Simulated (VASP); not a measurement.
# InSi2B3 (P-3m1) in VASP: notebook

The runs below take InSi2B3 through single point, relaxation of cell and atoms, with PBE.

All numbers are computed with VASP 6.6.1; they aren't measurements. Logs are shortened: lines on timing, memory, paths and dates and some standing lists are left out, and cuts for length are marked.

## Step 1: The cell of the first run

Symmetry: P-3m1, No. 164, trigonal system. Conventional cell: a = 3.633 Å, b = 3.633 Å, c = 6.743 Å, α = 90.00°, β = 90.00°, γ = 120.00°. In (site symmetry -3m) has 2 B at 2.26 Å and 6 Si at 2.68 Å within 3.0 Å. Within 2.9 Å of Si (site symmetry 3m) lie 6 B at 2.18 to 2.71 Å and 3 In at 2.68 Å. B (site symmetry 3m) has 1 B at 1.11 Å within 1.5 Å. Within 1.5 Å of B (site symmetry -3m) lie 2 B at 1.11 Å.

## Step 2: Single point, PBE

INCAR reads:

```
PREC = Accurate
ENCUT = 520
EDIFF = 1E-6
ISMEAR = 0
SIGMA = 0.1
LREAL = False
LASPH = True
NELM = 100
ALGO = Normal
ISIF = 2
LWAVE = False
LCHARG = True
GGA = PE
LELF = True
LVHAR = True
NBANDS = 24
```

KPOINTS reads:

```
Automatic mesh
0
Gamma
  6 6 4
```

POSCAR reads:

```
InSi2B3
1.0
    3.6329990600      0.0000000000      0.0000000000
   -1.8164995300      3.1462694800      0.0000000000
    0.0000000000      0.0000000000      6.7430381800
In Si B
1 2 3
Direct
    0.0000000000      0.0000000000      0.5000000000
    0.3333333300      0.6666666700      0.7463855900
    0.6666666700      0.3333333300      0.2536144100
    0.0000000000      0.0000000000      0.1651157800
    0.0000000000      0.0000000000      0.8348842200
    0.0000000000      0.0000000000      0.0000000000
```

Potentials or basis: VASP PAW PBE potentials, release 64 (In_d, Si, B).

Launch:

```sh
$ cat potpaw_PBE.64/In_d/POTCAR potpaw_PBE.64/Si/POTCAR potpaw_PBE.64/B/POTCAR > POTCAR
$ mpirun -np 1 vasp_std > vasp.out
```

OUTCAR:

```text
PREC = Accurate
   ENCUT = 520
   EDIFF = 1E-6
   ISMEAR = 0
   LREAL = False
   LASPH = True
   NELM = 100
   ISIF = 2
   GGA = PE

 ion  position               nearest neighbor table
   1  0.000  0.000  0.500-   4 2.26   5 2.26   2 2.68   3 2.68   3 2.68   2 2.68   3 2.68   2 2.68

   2  0.333  0.667  0.746-   5 2.18   5 2.18   5 2.18   1 2.68   1 2.68   1 2.68
   3  0.667  0.333  0.254-   4 2.18   4 2.18   4 2.18   1 2.68   1 2.68   1 2.68
   4  0.000  0.000  0.165-   6 1.11   3 2.18   3 2.18   3 2.18   1 2.26
   5  0.000  0.000  0.835-   6 1.11   2 2.18   2 2.18   2 2.18   1 2.26
   6  0.000  0.000  0.000-   4 1.11   5 1.11

  LATTYP: Found a hexagonal cell.
 ALAT       =     3.6329990600
 C/A-ratio  =     1.8560528282

  Lattice vectors:

 A1 = (   3.6329990600,   0.0000000000,   0.0000000000)
 A2 = (  -1.8164995300,   3.1462694800,   0.0000000000)
 A3 = (   0.0000000000,   0.0000000000,   6.7430381800)

Analysis of symmetry for initial positions (statically):
=====================================================================
 Subroutine PRICEL returns:
 Original cell was already a primitive cell.

 Routine SETGRP: Setting up the symmetry group for a
 hexagonal supercell.

 Subroutine GETGRP returns: Found 12 space group operations
 (whereof 12 operations were pure point group operations)
 out of a pool of 24 trial point group operations.

The static configuration has the point symmetry D_3d.

Analysis of symmetry for dynamics (positions and initial velocities):
=====================================================================
 Subroutine PRICEL returns:
 Original cell was already a primitive cell.

 Routine SETGRP: Setting up the symmetry group for a
 hexagonal supercell.

 Subroutine GETGRP returns: Found 12 space group operations
 (whereof 12 operations were pure point group operations)
 out of a pool of 24 trial point group operations.

The dynamic configuration has the point symmetry D_3d.

 Subroutine INISYM returns: Found 12 space group operations
 (whereof 12 operations are pure point group operations),
 and found     1 'primitive' translations

----------------------------------------------------------------------------------------

                                     Primitive cell

  volume of cell :      77.0756

  direct lattice vectors                    reciprocal lattice vectors
     3.632999060  0.000000000  0.000000000     0.275254682  0.158918364  0.000000000
    -1.816499530  3.146269480  0.000000000     0.000000000  0.317836729  0.000000000
     0.000000000  0.000000000  6.743038180     0.000000000  0.000000000  0.148301103

  length of vectors
     3.632999060  3.632999062  6.743038180     0.317836729  0.317836729  0.148301103

  position of ions in fractional coordinates (direct lattice)
     0.000000000  0.000000000  0.500000000
     0.333333330  0.666666670  0.746385590
     0.666666670  0.333333330  0.253614410
     0.000000000  0.000000000  0.165115780
     0.000000000  0.000000000  0.834884220
     0.000000000  0.000000000  0.000000000

  ion indices of the primitive-cell ions
   primitive index   ion index
                 1           1
                 2           2
                 3           3
                 4           4
                 5           5
                 6           6

----------------------------------------------------------------------------------------

 KPOINTS: Automatic mesh

Automatic generation of k-mesh.
 Grid dimensions read from file:
 generate k-points for:    6    6    4

 Generating k-lattice:

  Cartesian coordinates                     Fractional coordinates (reciprocal lattice)
     0.045875780  0.026486394  0.000000000     0.166666667 -0.000000000  0.000000000
     0.000000000  0.052972788  0.000000000     0.000000000  0.166666667  0.000000000
     0.000000000  0.000000000  0.037075276     0.000000000  0.000000000  0.250000000

  Length of vectors
     0.052972788  0.052972788  0.037075276

  Shift w.r.t. Gamma in fractional coordinates (k-lattice)
     0.000000000  0.000000000  0.000000000

 Subroutine IBZKPT returns following result:
 ===========================================

 Found     24 irreducible k-points:

 Following reciprocal coordinates:
            Coordinates               Weight
  0.000000  0.000000  0.000000      1.000000
  0.166667 -0.000000  0.000000      6.000000
  0.333333  0.000000  0.000000      6.000000
  0.500000 -0.000000  0.000000      3.000000
  0.166667  0.166667  0.000000      6.000000
  0.333333  0.166667  0.000000     12.000000
[... 16 lines left out ...]
  0.333333  0.166667  0.500000     12.000000
  0.333333  0.333333  0.500000      2.000000
   k-points           NKPTS =     24   k-points in BZ     NKDIM =     24   number of bands    NBANDS=     24
   number of dos      NEDOS =    301   number of ions     NIONS =      6
   total plane-waves  NPLWV =  39200
   dimension x,y,z NGX =    28 NGY =   28 NGZ =   50
   dimension x,y,z NGXF=    56 NGYF=   56 NGZF=  100
   ions per type =               1   2   3
   NGX,Y,Z   is equivalent  to a cutoff of  12.81, 12.81, 12.33 a.u.
   NGXF,Y,Z  is equivalent  to a cutoff of  25.63, 25.63, 24.65 a.u.
 SYSTEM =  unknown system
   PREC   = accura    normal or accurate (medium, high low for compatibility)
   ISTART =      0    job   : 0-new  1-cont  2-samecut
   ICHARG =      2    charge: 1-file 2-atom 10-const
   ISPIN  =      1    spin polarized calculation?
   LNONCOLLINEAR =      F non collinear calculations
   LSORBIT =      F    spin-orbit coupling
   LASPH  =      T    aspherical Exc in radial PAW
   ENCUT  =  520.0 eV  38.22 Ry    6.18 a.u.   6.75  6.75 12.54*2*pi/ulx,y,z
   NELM   =    100;   NELMIN=  2; NELMDL= -5     # of ELM steps
   EDIFF  = 0.1E-05   stopping-criterion for ELM
   LREAL  =      F    real-space projection
[... 7 lines left out ...]
   TEBEG  =    0.0;   TEEND  =   0.0 temperature during run
   PSTRESS=    0.0 pullay stress
   NELECT =      30.0000    total number of electrons
   NUPDOWN=      -1.0000    fix difference up-down
   EMIN   =  10.00;   EMAX   =-10.00  energy-range for DOS
   EFERMI =   0.00;   METHOD = LEGACY
   ISMEAR =     0;   SIGMA  =   0.10  broadening in eV -4-tet -1-fermi 0-gaus
   EFERMI_NEDOS =   21; number of points for ismear=-14 and -15
   IALGO  =     38    algorithm
   IMIX   =      4    mixing-type and parameters
     AMIX     =   0.40;   BMIX     =  1.00
     AMIX_MAG =   1.60;   BMIX_MAG =  1.00
  volume/ion in A,a.u.               =      12.85        86.69
  Fermi-wavevector in a.u.,A,eV,Ry     =   1.195298  2.258786 19.439162  1.428738
  Thomas-Fermi vector in A             =   2.331267
   LORBIT       =      0    0 simple, 1 ext, 2 COOP (PROOUT), +10 PAW based schemes
   GGA     = PE    functional components
   LHFCALC =     F    Hartree Fock is set to
   AEXX    =    0.0000 exact exchange contribution
   IVDW    =     0    specifies the selected vdW correction
   LEPSILON=     F    determine dielectric tensor
   LRPA    =     F    only Hartree local field effects (RPA)
 non-spin polarized calculation
 Gauss-broadening in eV      SIGMA  =   0.10
  energy-cutoff  :      520.00
  volume of cell :       77.08
 maximum number of plane-waves:      2110
 NGX is ok and might be reduce to    28
   NGX = 13   NGY = 13   NGZ = 25

 number of electron      30.0000005 magnetization

 Free energy of the ion-electron system (eV)
  ---------------------------------------------------
  ext. energy  EPLUGINS =         0.00000000
  ---------------------------------------------------
  free energy    TOTEN  =       -17.06021346 eV

  energy without entropy =      -17.05371612  energy(sigma->0) =      -17.05696479

 E-fermi :   8.4909     XC(G=0): -10.7177

 val. band max:        8.4843419160   @ k =   0.5000  -0.0000   0.0000
 cond. band min:       8.4961950546   @ k =   0.5000  -0.0000   0.0000
 fundamental gap:      0.0118531386
 Fermi energy:         8.4909032489

 k-point     1 :       0.0000    0.0000    0.0000
  band No.  band energies     occupation
      1      -7.5872      2.00000
      2      -7.3060      2.00000
      3      -7.3060      2.00000
      4      -7.1921      2.00000
      5      -7.1921      2.00000
      6      -5.4346      2.00000
[... 16 lines left out ...]
     23      12.7671      0.00000
     24      13.7874      0.00000

 k-point     2 :       0.1667   -0.0000    0.0000
  band No.  band energies     occupation
      1      -7.5595      2.00000
      2      -7.3580      2.00000
      3      -7.2931      2.00000
      4      -7.2125      2.00000
      5      -7.1695      2.00000
      6      -5.0768      2.00000
[... 16 lines left out ...]
     23      13.3549      0.00000
     24      14.6453      0.00000

 k-point     3 :       0.3333    0.0000    0.0000
  band No.  band energies     occupation
      1      -7.5098      2.00000
      2      -7.4584      2.00000
      3      -7.2923      2.00000
      4      -7.2450      2.00000
      5      -7.0971      2.00000
      6      -4.0394      2.00000
[... 16 lines left out ...]
     23      14.7109      0.00000
     24      15.1775      0.00000
[... 514 lines left out ...]
 k-point    23 :       0.3333    0.1667    0.5000
  band No.  band energies     occupation
      1      -7.4823      2.00000
      2      -7.4668      2.00000
      3      -7.3324      2.00000
      4      -7.2291      2.00000
      5      -7.0953      2.00000
      6      -2.8712      2.00000
[... 16 lines left out ...]
     23      15.6978      0.00000
     24      16.2336      0.00000

 k-point    24 :       0.3333    0.3333    0.5000
  band No.  band energies     occupation
      1      -7.4609      2.00000
      2      -7.4147      2.00000
      3      -7.4147      2.00000
      4      -7.1602      2.00000
      5      -7.1602      2.00000
      6      -2.2962      2.00000
[... 16 lines left out ...]
     23      15.2815      0.00000
     24      15.2815      0.00000

------------------------ aborting loop because EDIFF is reached ----------------------------------------

  FORCE on cell =-STRESS in cart. coord.  units (eV):
  Direction    XX          YY          ZZ          XY          YZ          ZX
  --------------------------------------------------------------------------------------
  -------------------------------------------------------------------------------------
  Total       -0.8663980     -0.8663980     92.1648295      0.0000000      0.0000000      0.0000000
  in kB      -18.0098952    -18.0098952   1915.8388887      0.0000000      0.0000000      0.0000000
  external PRESSURE =     626.6063661 kB  Pullay stress =       0.0000000 kB

 VOLUME and BASIS-vectors are now :
 -----------------------------------------------------------------------------
  energy-cutoff  :      520.00
  volume of cell :       77.08
      direct lattice vectors                 reciprocal lattice vectors
     3.632999060  0.000000000  0.000000000     0.275254682  0.158918364  0.000000000
    -1.816499530  3.146269480  0.000000000     0.000000000  0.317836729  0.000000000
     0.000000000  0.000000000  6.743038180     0.000000000  0.000000000  0.148301103

 POSITION                                       TOTAL-FORCE (eV/Angst)
 -----------------------------------------------------------------------------------
      0.00000      0.00000      3.37152         0.000000      0.000000      0.000000
     -0.00000      2.09751      5.03291         0.000000     -0.000000      1.354990
      1.81650      1.04876      1.71013        -0.000000      0.000000     -1.354990
      0.00000      0.00000      1.11338         0.000000      0.000000     36.190286
      0.00000      0.00000      5.62966         0.000000      0.000000    -36.190286
      0.00000      0.00000      0.00000         0.000000      0.000000      0.000000
 -----------------------------------------------------------------------------------
    total drift:                               -0.000000      0.000000      0.000000

  FREE ENERGIE OF THE ION-ELECTRON SYSTEM (eV)
  ---------------------------------------------------
  free  energy   TOTEN  =       -17.0602134597 eV

  energy  without entropy=      -17.0537161154  energy(sigma->0) =      -17.05696479
```

Run time: 21 s. Hardware: 1 thread of Intel Xeon 6975P-C (Granite Rapids), shared host; peak memory 0.2 GiB.

What came out:

```yaml
Free_energy: -17.0602 eV
Pressure: 62.7 GPa
Largest_force: 36.190 eV/Å
Band_gap_on_the_k_mesh: zero (band 15 reaches 9.77 eV, above the bottom of band 16 at 8.23 eV)
```

Forces on the atoms (eV/Å):
```
In    0.000   0.000   0.000
Si    0.000   0.000   1.355
Si    0.000   0.000  -1.355
B     0.000   0.000  36.190
B     0.000   0.000 -36.190
B     0.000   0.000   0.000
```

Caveat: spin-orbit coupling is left out, which moves the levels of the heavy elements; forces of over 1 eV/Å act on the atoms, so gaps and moduli don't describe the material at rest.

## Step 3: Single point, PBE

This run uses another cell than the first one, of 15.43 Å³/atom, 1.201 times its volume.

INCAR reads:

```
  PREC = Accurate
  ENCUT = 520
  EDIFF = 1E-6
  ISMEAR = 0
  SIGMA = 0.1
  LREAL = False
  LASPH = True
  NELM = 80
  ALGO = Normal
  ISIF = 2
  LWAVE = False
  LCHARG = False
  GGA = PE
  NBANDS = 24
```

KPOINTS is that of step 2.

POSCAR reads:

```
InSi2B3
1.0
    3.4132615399      0.0000000000      0.0000000000
   -1.7066307700      2.9559712033      0.0000000000
    0.0000000000      0.0000000000      9.1743622672
In Si B
1 2 3
Direct
    0.0000000000      0.0000000000      0.5000000000
    0.3333333333      0.6666666667      0.8117138038
    0.6666666667      0.3333333333      0.1882861962
    0.0000000000      0.0000000000      0.1768242980
    0.0000000000      0.0000000000      0.8231757020
    0.0000000000      0.0000000000      0.0000000000
```

Potentials or basis: VASP PAW PBE potentials, release 64 (In_d, Si, B).

Launch:

```sh
$ cat potpaw_PBE.64/In_d/POTCAR potpaw_PBE.64/Si/POTCAR potpaw_PBE.64/B/POTCAR > POTCAR
$ mpirun -np 1 vasp_std > vasp.out
```

Wall time 24 s (1 thread of Intel Xeon 6975P-C (Granite Rapids), shared host); peak memory 0.24 GiB.

It converged, with:

```
Free energy            : -31.5672 eV
Pressure               : -0.1 GPa
Largest force          : 0.009 eV/Å
Band gap on the k mesh : zero (band 15 reaches 7.81 eV, above the bottom of band 16 at 5.03 eV)
```

Forces on the atoms (eV/Å):
```
In   0.000  0.000  0.000
Si   0.000  0.000  0.002
Si   0.000  0.000 -0.002
B    0.000  0.000  0.009
B    0.000  0.000 -0.009
B    0.000  0.000  0.000
```

Levels at points of the mesh, in eV from the Fermi level:
```tsv
k point	band 11	band 12	band 13	band 14	band 15	band 16	band 17	band 18	band 19	band 20
(0.00, 0.00, 0.00)	-2.01	-2.01	-0.83	-0.83	1.32	2.93	4.00	4.00	4.27	4.58
(0.50, 0.00, 0.00)	-3.63	-3.47	-2.68	-2.45	-1.80	-0.29	0.78	1.93	2.74	3.00
(0.00, 0.00, 0.50)	-2.01	-2.01	-0.84	-0.84	0.31	3.02	3.65	4.02	4.02	4.58
(0.50, 0.00, 0.50)	-4.26	-3.62	-2.48	-2.11	-2.10	-0.87	1.50	2.71	2.90	3.20
```

Caveat: spin-orbit coupling is left out, which moves the levels of the heavy elements.

## Step 4: Single point, PBE

This run uses another cell than the first one, of 15.30 Å³/atom, 1.191 times its volume.

INCAR reads:

```
SYSTEM = InSi2B3
PREC = Accurate
ENCUT = 520
EDIFF = 1E-6
ISMEAR = 0
SIGMA = 0.1
LREAL = .FALSE.
LASPH = .TRUE.
NELM = 60
ALGO = Normal
ISIF = 2
LWAVE = .FALSE.
LCHARG = .TRUE.
GGA = PE
LELF = .TRUE.
LVHAR = .TRUE.
NBANDS = 24
```

KPOINTS reads:

```
Automatic mesh
0
G
  12 12 4
  0 0 0
```

POSCAR reads:

```
InSi2B3
1.0
    3.4148359619      0.0000000000      0.0000000000
   -1.7074179810      2.9573346928      0.0000000000
    0.0000000000      0.0000000000      9.0902028065
In Si B
1 2 3
Direct
    0.0000000000      0.0000000000      0.5000000000
    0.3333333333      0.6666666667      0.8105795935
    0.6666666667      0.3333333333      0.1894204065
    0.0000000000      0.0000000000      0.1785563872
    0.0000000000      0.0000000000      0.8214436128
    0.0000000000      0.0000000000      0.0000000000
```

Launch:

```sh
$ cat potpaw_PBE.64/In_d/POTCAR potpaw_PBE.64/Si/POTCAR potpaw_PBE.64/B/POTCAR > POTCAR
$ mpirun -np 1 vasp_std > vasp.out
```

Wall time 62 s (1 thread of Intel Xeon 6975P-C (Granite Rapids), shared host); peak memory 0.31 GiB.

The run converged. Its results:

| Quantity | Value |
| --- | --- |
| Free energy | -31.5792 eV |
| Pressure | 0.0 GPa |
| Largest force | 0.015 eV/Å |
| Band gap on the k mesh | zero (band 15 reaches 8.00 eV, above the bottom of band 16 at 5.14 eV) |

Forces on the atoms (eV/Å):
```
In   0.000  0.000  0.000
Si   0.000  0.000  0.002
Si   0.000  0.000 -0.002
B    0.000  0.000  0.015
B    0.000  0.000 -0.015
B    0.000  0.000  0.000
```

Stress tensor (GPa, compression positive):
```
-0.07  0.00  0.00
 0.00 -0.07  0.00
 0.00  0.00  0.04
```

Levels at points of the mesh, in eV from the Fermi level:
```tsv
k point	band 13	band 14	band 15	band 16	band 17	band 18
(0.00, 0.00, 0.00)	-0.83	-0.83	1.45	2.92	4.00	4.00
(0.50, 0.00, 0.00)	-2.71	-2.45	-1.71	-0.23	0.79	1.92
(0.00, 0.00, 0.50)	-0.85	-0.85	0.42	3.00	3.67	4.03
(0.50, 0.00, 0.50)	-2.48	-2.13	-2.10	-0.77	1.50	2.78
```

Caveat: spin-orbit coupling is left out, which moves the levels of the heavy elements.

[end of part 1 of 2]
